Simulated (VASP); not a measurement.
# Pd (Im-3m) in VASP: further runs, part 2 of 2

VASP 6.6.1.

## (4) Single point, PBE, collinear spin (17.32 Å³/atom)

This run uses another cell than the first one, of 17.32 Å³/atom.

Input file INCAR:

```
ALGO     = Normal         # electronic algorithm
EDIFF    = 1E-6           # SCF threshold, eV
ENCUT    = 520            # plane-wave cutoff, eV
GGA      = PE             # functional
ISIF     = 2              # what is computed and relaxed
ISMEAR   = -1             # smearing method
ISPIN    = 2              # spin polarisation
LASPH    = True           # aspherical terms in the spheres
LCHARG   = False          # write CHGCAR
LMAXMIX  = 4              # l up to which the mixer works
LORBIT   = 11             # projections on sites
LREAL    = False          # projectors in reciprocal space
LWAVE    = False          # write WAVECAR
MAGMOM   = 0.5            # initial moments
NBANDS   = 15             # bands
NELM     = 150            # most SCF steps
PREC     = Accurate       # precision mode
SIGMA    = 0.05           # smearing width, eV
```

Input file KPOINTS:

```
k-points
0
Gamma
  23 23 23
```

Input file POSCAR:

```
Pd
1.0
   -1.6297982229      1.6297982229      1.6297982229
    1.6297982229     -1.6297982229      1.6297982229
    1.6297982229      1.6297982229     -1.6297982229
Pd
1
Direct
    0.0000000000      0.0000000000      0.0000000000
```

Potentials or basis: VASP PAW PBE potentials, release 64 (Pd).

The run is started by

```console
> cat potpaw_PBE.64/Pd/POTCAR > POTCAR
> mpirun -np 1 vasp_std > vasp.out
```

OUTCAR:

```text
EDIFF = 1E-6
   ENCUT = 520
   GGA = PE
   ISIF = 2
   ISMEAR = -1
   ISPIN = 2
   LASPH = True
   LORBIT = 11
   LREAL = False
   NELM = 150
   PREC = Accurate

 ion  position               nearest neighbor table
   1  0.000  0.000  0.000-

  LATTYP: Found a body centered cubic cell.
 ALAT       =     3.2595964458

  Lattice vectors:

 A1 = (  -1.6297982229,   1.6297982229,   1.6297982229)
 A2 = (   1.6297982229,  -1.6297982229,   1.6297982229)
 A3 = (   1.6297982229,   1.6297982229,  -1.6297982229)

Analysis of symmetry for initial positions (statically):
=====================================================================
 Subroutine PRICEL returns:
 Original cell was already a primitive cell.

 Routine SETGRP: Setting up the symmetry group for a
 body centered cubic supercell.

 Subroutine GETGRP returns: Found 48 space group operations
 (whereof 48 operations were pure point group operations)
 out of a pool of 48 trial point group operations.

The static configuration has the point symmetry O_h .

Analysis of symmetry for dynamics (positions and initial velocities):
=====================================================================
 Subroutine PRICEL returns:
 Original cell was already a primitive cell.

 Routine SETGRP: Setting up the symmetry group for a
 body centered cubic supercell.

 Subroutine GETGRP returns: Found 48 space group operations
 (whereof 48 operations were pure point group operations)
 out of a pool of 48 trial point group operations.

The dynamic configuration has the point symmetry O_h .

Analysis of structural, dynamic, and magnetic symmetry:
=====================================================================
 Subroutine PRICEL returns:
 Original cell was already a primitive cell.

 Routine SETGRP: Setting up the symmetry group for a
 body centered cubic supercell.

 Subroutine GETGRP returns: Found 48 space group operations
 (whereof 48 operations were pure point group operations)
 out of a pool of 48 trial point group operations.

The overall configuration has the point symmetry O_h .
[... 162 lines left out ...]
      5       6.5746      1.00000
      6       6.5746      1.00000
      7      26.2637      0.00000
      8      26.2637      0.00000
      9      26.2637      0.00000
     10      33.2165      0.00000
     11      33.2165      0.00000
     12      33.6523      0.00000
     13      33.6523      0.00000
     14      33.6523      0.00000
[... 403 lines left out ...]
      4       5.5265      1.00000
      5       6.3652      1.00000
      6       6.6116      1.00000
      7      25.0145      0.00000
      8      25.6361      0.00000
      9      26.8651      0.00000
     10      29.2131      0.00000
     11      30.3858      0.00000
     12      31.9109      0.00000
     13      34.4124      0.00000
     14      35.1924      0.00000
     15      36.6396      0.00000

 [... further k-points ...]

 spin component 2

 k-point     1 :       0.0000    0.0000    0.0000
  band No.  band energies     occupation
      1       1.3459      1.00000
      2       5.0118      1.00000
      3       5.0118      1.00000
      4       5.0118      1.00000
      5       6.5746      1.00000
      6       6.5746      1.00000
      7      26.2637      0.00000
      8      26.2637      0.00000
      9      26.2637      0.00000
     10      33.2165      0.00000
     11      33.2165      0.00000
     12      33.6522      0.00000
     13      33.6522      0.00000
     14      33.6522      0.00000
[... 403 lines left out ...]
      4       5.5265      1.00000
      5       6.3652      1.00000
      6       6.6116      1.00000
      7      25.0145      0.00000
      8      25.6361      0.00000
      9      26.8651      0.00000
     10      29.2131      0.00000
     11      30.3857      0.00000
     12      31.9108      0.00000
     13      34.4123      0.00000
     14      35.1923      0.00000
     15      36.6396      0.00000

 [... further k-points ...]

------------------------ aborting loop because EDIFF is reached ----------------------------------------

  FORCE on cell =-STRESS in cart. coord.  units (eV):
  Direction    XX          YY          ZZ          XY          YZ          ZX
  --------------------------------------------------------------------------------------
  -------------------------------------------------------------------------------------
  Total       -1.4906339     -1.4906339     -1.4906339      0.0000000      0.0000000     -0.0000000
  in kB     -137.9177196   -137.9177196   -137.9177196      0.0000000      0.0000000     -0.0000000
  external PRESSURE =    -137.9177196 kB  Pullay stress =       0.0000000 kB

 VOLUME and BASIS-vectors are now :
 -----------------------------------------------------------------------------
  energy-cutoff  :      520.00
  volume of cell :       17.32
      direct lattice vectors                 reciprocal lattice vectors
    -1.629798223  1.629798223  1.629798223     0.000000000  0.306786443  0.306786443
     1.629798223 -1.629798223  1.629798223     0.306786443  0.000000000  0.306786443
     1.629798223  1.629798223 -1.629798223     0.306786443  0.306786443  0.000000000

 POSITION                                       TOTAL-FORCE (eV/Angst)
 -----------------------------------------------------------------------------------
      0.00000      0.00000      0.00000         0.000000     -0.000000      0.000000
 -----------------------------------------------------------------------------------
    total drift:                               -0.000000      0.000000      0.000000

  FREE ENERGIE OF THE ION-ELECTRON SYSTEM (eV)
  ---------------------------------------------------
  free  energy   TOTEN  =        -5.0869591505 eV

  energy  without entropy=       -5.0737571558  energy(sigma->0) =       -5.08035815

 total charge

# of ion       s       p       d       tot
------------------------------------------
    1        0.413   0.326   8.435   9.174

 magnetization (x)

# of ion       s       p       d       tot
------------------------------------------
    1       -0.000  -0.000   0.000   0.000
```

OSZICAR:

```text
N       E                     dE             d eps       ncg     rms          rms(c)
DAV:   1     0.464508015365E+02    0.46451E+02   -0.44708E+03 21928   0.578E+02
DAV:   2    -0.447139391058E+01   -0.50922E+02   -0.48494E+02 27734   0.154E+02
DAV:   3    -0.528099233488E+01   -0.80960E+00   -0.80723E+00 29050   0.196E+01
DAV:   4    -0.528376888140E+01   -0.27765E-02   -0.27764E-02 26318   0.121E+00
DAV:   5    -0.528379303307E+01   -0.24152E-04   -0.24152E-04 29036   0.103E-01    0.502E+00
DAV:   6    -0.509140006242E+01    0.19239E+00   -0.98388E-01 31192   0.589E+00    0.243E+00
DAV:   7    -0.508849655252E+01    0.29035E-02   -0.55414E-03 24668   0.519E-01    0.140E+00
DAV:   8    -0.508683163697E+01    0.16649E-02   -0.19262E-03 29841   0.210E-01    0.329E-01
DAV:   9    -0.508695020566E+01   -0.11857E-03   -0.17149E-04 25910   0.835E-02    0.227E-02
DAV:  10    -0.508695662105E+01   -0.64154E-05   -0.99304E-06 30181   0.198E-02    0.113E-02
DAV:  11    -0.508695901527E+01   -0.23942E-05   -0.10837E-06 26936   0.779E-03    0.325E-03
DAV:  12    -0.508695915051E+01   -0.13524E-06   -0.95984E-08 14119   0.232E-03
   1 F= -.50869592E+01 E0= -.50803582E+01  d E =-.132020E-01  mag=    -0.0000
```

stdout:

```text
POSCAR found type information on POSCAR Pd
 POSCAR found :  1 types and       1 ions
 scaLAPACK will be used
 LDA part: xc-table for (Slater+PW92), standard interpolation
 POSCAR, INCAR and KPOINTS ok, starting setup
 FFT: planning ... GRIDC
 FFT: planning ... GRID_SOFT
 FFT: planning ... GRID
 WAVECAR not read
 entering main loop
```

It took 67 s on 1 thread of Intel Xeon 6975P-C (Granite Rapids), shared host; peak memory 0.25 GiB.

What came out:

```
Free energy                                           : -5.0870 eV
Pressure                                              : -13.8 GPa
Band gap on the k mesh                                : zero (filled and empty bands overlap)
Net moment                                            : 0.00 μB per cell
Valence electrons inside the program's atomic spheres : Pd 9.17
```

Caveat: the cell stands under tension.

## (5) Single point, PBE, non-collinear spin, typed start, spin-orbit coupling

This run uses another cell than the first one, of 15.46 Å³/atom.

Input file INCAR:

```
SYSTEM = Pd
PREC     = Accurate       ! precision mode
ENCUT    = 520            ! plane-wave cutoff, eV
EDIFF    = 1E-6           ! SCF threshold, eV
ISMEAR   = -1             ! smearing method
SIGMA    = 0.05           ! smearing width, eV
LREAL    = .False.        ! projectors in reciprocal space
LASPH    = .True.         ! aspherical terms in the spheres
NELM     = 150            ! most SCF steps
ALGO     = Normal         ! electronic algorithm
ISIF     = 2              ! what is computed and relaxed
LWAVE    = .False.        ! write WAVECAR
LCHARG   = .False.        ! write CHGCAR
LNONCOLLINEAR= .True.         ! non-collinear magnetism
MAGMOM   = 0 0 0.5        ! initial moments
LORBIT   = 11             ! projections on sites
LSORBIT  = .True.         ! spin-orbit coupling
GGA_COMPAT= .False.      
LORBMOM  = .True.       
LMAXMIX  = 4              ! l up to which the mixer works
GGA      = PE             ! functional
NBANDS   = 21             ! bands
```

Input file KPOINTS:

```
regular mesh
0
Gamma
  14 14 14
  0 0 0
```

Input file POSCAR:

```
Pd
1.0
   -1.5693789834      1.5693789834      1.5693789834
    1.5693789834     -1.5693789834      1.5693789834
    1.5693789834      1.5693789834     -1.5693789834
Pd
1
Direct
    0.0000000000      0.0000000000      0.0000000000
```

Potentials or basis: VASP PAW PBE potentials, release 64 (Pd).

The run is started by

```console
> cat potpaw_PBE.64/Pd/POTCAR > POTCAR
> mpirun -np 1 vasp_ncl > vasp.out
```

OUTCAR:

```text
SYSTEM = Pd
   PREC = Accurate
   ENCUT = 520
   EDIFF = 1E-6
   ISMEAR = -1
   LREAL = .False.
   LASPH = .True.
   NELM = 150
   ISIF = 2
   LNONCOLLINEAR = .True.
   LORBIT = 11
   LSORBIT = .True.
   GGA = PE

 ion  position               nearest neighbor table
   1  0.000  0.000  0.000-

  LATTYP: Found a body centered cubic cell.
 ALAT       =     3.1387579668

  Lattice vectors:

 A1 = (  -1.5693789834,   1.5693789834,   1.5693789834)
 A2 = (   1.5693789834,  -1.5693789834,   1.5693789834)
 A3 = (   1.5693789834,   1.5693789834,  -1.5693789834)

Analysis of symmetry for initial positions (statically):
=====================================================================
 Subroutine PRICEL returns:
 Original cell was already a primitive cell.

 Routine SETGRP: Setting up the symmetry group for a
 body centered cubic supercell.

 Subroutine GETGRP returns: Found 48 space group operations
 (whereof 48 operations were pure point group operations)
 out of a pool of 48 trial point group operations.

The static configuration has the point symmetry O_h .

Analysis of symmetry for dynamics (positions and initial velocities):
=====================================================================
 Subroutine PRICEL returns:
 Original cell was already a primitive cell.

 Routine SETGRP: Setting up the symmetry group for a
 body centered cubic supercell.

[... 781 lines left out ...]

 orbital moment (x)

 # of ion     p       d       tot
 ----------------------------------------
  1         0.000  -0.000  -0.000
 ----------------------------------------
            0.000  -0.000  -0.000

 orbital moment (y)

 # of ion     p       d       tot
 ----------------------------------------
  1         0.000   0.000   0.000
 ----------------------------------------
            0.000   0.000   0.000

 orbital moment (z)

 # of ion     p       d       tot
 ----------------------------------------
  1         0.000   0.000   0.000
 ----------------------------------------
            0.000   0.000   0.000

 Spin-Orbit-Coupling matrix elements

 Ion:    1  E_soc:     -0.0829830
 l=   1
     0.0000000    -0.0023084    -0.0023084
    -0.0023084     0.0000000    -0.0023084
    -0.0023084    -0.0023084     0.0000000
 l=   2
     0.0000000    -0.0026942     0.0000000    -0.0026942    -0.0088279
    -0.0026942     0.0000000    -0.0066209    -0.0026942    -0.0022070
     0.0000000    -0.0066209     0.0000000    -0.0066209     0.0000000
    -0.0026942    -0.0026942    -0.0066209     0.0000000    -0.0022070
    -0.0088279    -0.0022070     0.0000000    -0.0022070     0.0000000
 l=   3
     0.0000000     0.0000000     0.0000000     0.0000000     0.0000000     0.0000000     0.0000000
     0.0000000     0.0000000     0.0000000     0.0000000     0.0000000     0.0000000     0.0000000
     0.0000000     0.0000000     0.0000000     0.0000000     0.0000000     0.0000000     0.0000000
     0.0000000     0.0000000     0.0000000     0.0000000     0.0000000     0.0000000     0.0000000
     0.0000000     0.0000000     0.0000000     0.0000000     0.0000000     0.0000000     0.0000000
     0.0000000     0.0000000     0.0000000     0.0000000     0.0000000     0.0000000     0.0000000
     0.0000000     0.0000000     0.0000000     0.0000000     0.0000000     0.0000000     0.0000000

 total charge

# of ion       s       p       d       tot
------------------------------------------
    1        0.465   0.422   8.470   9.357

 magnetization (x)

# of ion       s       p       d       tot
------------------------------------------
    1        0.000   0.000   0.000   0.000

 magnetization (y)

# of ion       s       p       d       tot
------------------------------------------
    1       -0.000   0.000   0.000   0.000

 magnetization (z)

# of ion       s       p       d       tot
------------------------------------------
    1       -0.000  -0.000   0.000   0.000
```

OSZICAR:

```text
N       E                     dE             d eps       ncg     rms          rms(c)
DAV:   1     0.571756374795E+02    0.57176E+02   -0.48318E+03 15792   0.913E+02
DAV:   2    -0.411739244450E+01   -0.61293E+02   -0.57072E+02 17747   0.226E+02
DAV:   3    -0.543790643500E+01   -0.13205E+01   -0.13084E+01 18514   0.350E+01
DAV:   4    -0.544732556387E+01   -0.94191E-02   -0.94174E-02 19028   0.304E+00
DAV:   5    -0.544747965809E+01   -0.15409E-03   -0.15409E-03 19859   0.395E-01    0.695E+00
DAV:   6    -0.522482911777E+01    0.22265E+00   -0.43616E-01 18962   0.861E+00    0.344E+00
DAV:   7    -0.521804725090E+01    0.67819E-02   -0.78194E-03 19629   0.913E-01    0.188E+00
DAV:   8    -0.521495490321E+01    0.30923E-02   -0.52195E-03 19219   0.354E-01    0.658E-01
DAV:   9    -0.521500110994E+01   -0.46207E-04   -0.11069E-04 20012   0.113E-01    0.500E-02
DAV:  10    -0.521502121042E+01   -0.20100E-04   -0.99501E-06 19658   0.412E-02    0.271E-02
DAV:  11    -0.521503440553E+01   -0.13195E-04   -0.75295E-05 19196   0.612E-02    0.912E-03
DAV:  12    -0.521503497150E+01   -0.56597E-06   -0.80494E-07 16336   0.109E-02
   1 F= -.52150350E+01 E0= -.52090456E+01  d E =-.119788E-01  mag=    -0.0000    -0.0000     0.0002
```

Run time: 84 s. Hardware: 1 thread of Intel Xeon 6975P-C (Granite Rapids), shared host; peak memory 0.29 GiB.

What came out:

```
Free energy                                           : -5.2150 eV
Pressure                                              : -0.2 GPa
Net moment                                            : 0.00 μB per cell
Valence electrons inside the program's atomic spheres : Pd 9.36
```

Moments on the atoms (μB; x, y, z):
```
Pd  0.00 0.00 0.00
```

## (6) Overview

```csv
spin,cell,k mesh,gap on the mesh (eV),pressure (GPa),moment (μB)
collinear,"a = 2.754 Å, angles 109.5°, 1 atom",23 × 23 × 23,none,-6.2,0.00
collinear,"a = 2.789 Å, angles 109.5°, 1 atom",23 × 23 × 23,none,-10.5,0.00
collinear,"a = 2.823 Å, angles 109.5°, 1 atom",23 × 23 × 23,none,-13.8,0.00
"non-collinear, typed start, SOC","a = 2.718 Å, angles 109.5°, 1 atom",14 × 14 × 14,-,-0.2,0.00
```

Alike in all rows: task single point; level PBE; potentials or basis VASP PAW PBE potentials, release 64 (Pd); cutoff (eV) 520; smearing fermi-dirac 0.05 eV.

Caveats: the cell stands under tension (at least some runs).

Total energies depend on the potentials used, so only differences within one code and one set of settings carry meaning.
